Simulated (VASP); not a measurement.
CuO, 4 atoms in the cell. Symmetry: Cc, No. 9, monoclinic system. The conventional cell has a = 4.689 Å, b = 3.427 Å, c = 5.132 Å, α = 90.00°, β = 99.65°, γ = 90.00°. Cu (site symmetry 1) has 4 O at 1.91 to 2.02 Å within 2.5 Å. O (site symmetry 1) has 4 Cu at 1.91 to 2.02 Å within 2.5 Å. 

| Property | Result |
| --- | --- |
| Program | VASP 6.6.1 |
| Task | relaxation of cell and atoms |
| Functional | PBE |
| Potentials or basis | VASP PAW PBE potentials, release 64 (Cu, O) |
| Cutoff | 600 eV |
| k mesh | 10 × 10 × 5 |
| Occupations | fermi-dirac, width 0.05 eV |
| Spin | no spin polarisation |
| Target pressure | 10 GPa |
| Dipole correction | no |
| Further INCAR settings | ALGO = Normal; EDIFF = 1e-07; IBRION = 2; EDIFFG = -0.01; NSW = 60; ISIF = 3 |

Potentials or basis: VASP PAW PBE potentials, release 64 (Cu, O).

The run is started by

```sh
$ cat potpaw_PBE.64/Cu/POTCAR potpaw_PBE.64/O/POTCAR > POTCAR
$ mpirun -np 1 vasp_std > vasp.out
```

Hardware: 1 thread of Intel(R) Xeon(R) Platinum 8488C (Sapphire Rapids), on a shared host.

Task: How long does it take, and how much memory?

Result: Wall time 37 min on 1 thread of Intel(R) Xeon(R) Platinum 8488C (Sapphire Rapids), on a shared host, peak memory 0.28 GiB. Counts: scf iterations 285, k points 141, ion steps 36.
